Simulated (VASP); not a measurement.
Input of a VASP 6.6.1 run:

INCAR

```
SYSTEM = C
ALGO = Normal ; EDIFF = 1E-7
ENCUT = 520 ; GGA = PE
ISIF = 2 ; ISMEAR = 0
LASPH = .True. ; LCHARG = .True.
LELF = .True. ; LREAL = .False.
LVHAR = .True. ; LWAVE = .False.
NBANDS = 16 ; NELM = 80
PREC = Accurate ; SIGMA = 0.1
```

KPOINTS

```
k-points
0
Gamma
  6 8 6
  0 0 0
```

POSCAR

```
C
1.0
    2.7544920200      0.0000000000      0.0000000000
    0.0000000000      2.1271635300      0.0000000000
   -1.1382990200      0.0000000000      2.7687800900
C
4
Direct
    0.7743377800      0.1595428100      0.1612302100
    0.2256622200      0.6595428100      0.3387697900
    0.2256622200      0.8404571900      0.8387697900
    0.7743377800      0.3404571900      0.6612302100
```

Potentials or basis: VASP PAW PBE potentials, release 64 (C).

The run is started by

```sh
$ cat potpaw_PBE.64/C/POTCAR > POTCAR
$ mpirun -np 1 vasp_std > vasp.out
```

Problem. What does it give for the band gap on the k mesh?

Solution. Zero (band 8 reaches 19.54 eV, above the bottom of band 9 at 16.70 eV).

Problem. Predict the pressure.

Solution. 219.3 GPa.

Forces on the atoms (eV/Å):
```
C    4.185  1.586 -0.102
C   -4.185  1.586  0.102
C   -4.185 -1.586  0.102
C    4.185 -1.586 -0.102
```

Caveat: the k points lie up to 0.41 Å⁻¹ apart; forces of over 1 eV/Å act on the atoms, so gaps and moduli don't describe the material at rest.
